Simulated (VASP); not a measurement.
Set up this calculation in VASP 6.6.1, as the native input.

* Task: single point
* Functional: RPBE
* Potentials or basis: VASP PAW PBE potentials, release 64 (Cd, S)
* Cutoff: 520 eV
* k mesh: 8 × 8 × 8
* Occupations: fermi-dirac, width 0.05 eV
* Spin: no spin polarisation
* Dipole correction: no
* Further INCAR settings: ALGO = Normal; EDIFF = 1e-07; NBANDS = 16

The structure of CdS (Hawleyite) lies in POSCAR:

```
CdS
1.0
    0.0000000000      2.9548794012      2.9548794012
    2.9548794012      0.0000000000      2.9548794012
    2.9548794012      2.9548794012      0.0000000000
Cd S
1 1
Direct
    0.0000000000      0.0000000000      0.0000000000
    0.7500000000      0.7500000000      0.7500000000
```

These files were run (other wordings do the same):

INCAR

```
ALGO = Normal
EDIFF = 1E-7
ENCUT = 520
GGA = RP
ISIF = 2
ISMEAR = -1
LASPH = T
LCHARG = F
LREAL = F
LWAVE = F
NBANDS = 16
NELM = 80
PREC = Accurate
SIGMA = 0.05
```

KPOINTS

```
k-points
0
Gamma
  8 8 8
```

Potentials or basis: VASP PAW PBE potentials, release 64 (Cd, S).

Run with:

```console
$ cat potpaw_PBE.64/Cd/POTCAR potpaw_PBE.64/S/POTCAR > POTCAR
$ mpirun -np 1 vasp_std > vasp.out
```

Results of the run:

The pressure is 2.9 GPa and the band gap on the k mesh is 1.25 eV, direct.

Caveat: the PAW data sets were made with another functional, which shifts forces and pressure a little.

Run time: 22 s on 1 thread of Intel(R) Xeon(R) Platinum 8375C CPU @ 2.90GHz (Ice Lake), on a shared host, peak memory 0.18 GiB.
